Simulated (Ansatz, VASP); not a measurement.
**BN in VASP and in Ansatz**

```
CELL_PARAMETERS angstrom
0.00000 1.81300 1.81300
1.81300 0.00000 1.81300
1.81300 1.81300 0.00000
ATOMIC_POSITIONS crystal
N 0.25000 0.25000 0.25000
B 0.00000 0.00000 0.00000
```

Alike in both runs: task single point; functional PBE; k mesh 6 × 6 × 6; occupations fermi-dirac, width 0.04 eV; no spin polarisation.

|  | VASP | Ansatz |
| --- | --- | --- |
| version | VASP 6.6.1 | Ansatz 0.2.0 |
| potentials or method | VASP PAW PBE potentials, release 64 (N, B), cutoff 520 eV | all-electron LAPW, scalar-relativistic |

Ansatz gave:

| Item | Value |
| --- | --- |
| gap on the k mesh at the Fermi level (eV) | 4.46 |
| least direct gap on the mesh (eV) | 8.78 |
| pressure (GPa) | -0.4 |

What did VASP give for the same quantities?

gap on the k mesh at the Fermi level (eV): 4.45; least direct gap on the mesh (eV): 8.77; pressure (GPa): -0.1.

Ansatz ran all-electron here, and VASP with PAW potentials.

The k mesh is coarse, so the values compare programs but aren't converged.
